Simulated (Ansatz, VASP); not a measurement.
## One calculation of CdH6, two programs

The input INCAR:

```
PREC = Accurate
ENCUT = 600
EDIFF = 1E-7
ISMEAR = 0
SIGMA = 0.02
LREAL = F
LASPH = T
NELM = 60
ALGO = Normal
ISIF = 3
LWAVE = F
LCHARG = F
GGA = PE
IBRION = 2
NSW = 100
EDIFFG = -0.01
```

Contents of KPOINTS:

```
Automatic mesh
0
Gamma
  4 4 4
```

File POSCAR:

```
CdH6
1.0
    5.3235842182      0.0000000000      0.0000000000
    0.0000000000      5.3235842182      0.0000000000
    0.0000000000      0.0000000000      5.3235842182
Cd H
1 6
Direct
    0.0000000000      0.0000000000      0.0000000000
    0.0704584000      0.5000000000      0.5000000000
    0.5000000000      0.0704584000      0.5000000000
    0.9295416000      0.5000000000      0.5000000000
    0.5000000000      0.9295416000      0.5000000000
    0.5000000000      0.5000000000      0.0704584000
    0.5000000000      0.5000000000      0.9295416000
```

Input for Ansatz:

```yaml
crystal:
  lattice:
    - [5.3235842182, 0.0, 0.0]
    - [0.0, 5.3235842182, 0.0]
    - [0.0, 0.0, 5.3235842182]
  atoms:
    - { symbol: Cd, position: [0.0, 0.0, 0.0] }
    - { symbol: H, position: [0.0704584, 0.5, 0.5] }
    - { symbol: H, position: [0.5, 0.0704584, 0.5] }
    - { symbol: H, position: [0.9295416, 0.5, 0.5] }
    - { symbol: H, position: [0.5, 0.9295416, 0.5] }
    - { symbol: H, position: [0.5, 0.5, 0.0704584] }
    - { symbol: H, position: [0.5, 0.5, 0.9295416] }
basis:
  ecutwfc: 420
kpoints:
  mp_grid: { grid: [4, 4, 4] }
hamiltonian:
  xc: pbe
scf:
  occupations: { method: gaussian, width: 0.02 }
output:
  forces: true
  stress: true
  eigenvalues: true
  write_density: true
  write_potential: true
  elf: true
  volumetric_format: npy
relax:
  adjacent_minimum: "off"
  f_tol: 0.01
  max_steps: 80
  cell: { stress_tol: 0.05 }
```

Change from the starting cell: species swapped into the YbB6 type (Pm-3m, No. 221).

Alike in both runs: task relaxation of cell and atoms; functional PBE; k mesh 4 × 4 × 4; occupations gaussian, width 0.02 eV; no spin polarisation.

|  | VASP | Ansatz |
| --- | --- | --- |
| version | VASP 6.6.1 | Ansatz 0.2.0 |
| potentials or method | VASP PAW PBE potentials, release 64 (Cd, H), cutoff 600 eV | scalar-relativistic, plane waves, PAW |
| valence electrons in the cell | 18 | 26 |

Ansatz gave:

* gap on the k mesh at the Fermi level, each at its own relaxed structure (eV): 3.77
* relaxed volume (Å³/atom): 30.34
* relaxed length of the cell vector where the two differ most in proportion (Å): 5.966

Q: What did VASP give for the same quantities?

A: gap on the k mesh at the Fermi level, each at its own relaxed structure (eV): 3.69; relaxed volume (Å³/atom): 28.00; relaxed length of the cell vector where the two differ most in proportion (Å): 5.809.

One of these differences is far larger than is usual between the two programs; its cause wasn't traced. VASP's potentials hold 18 valence electrons a cell and Ansatz's 26, so a difference there can come from the potentials and not from the codes. Ansatz's warnings: xc potential rough in thin density.

Noted on VASP's run: the volume moved by over 15 % at a fixed basis, so the end points are rough.
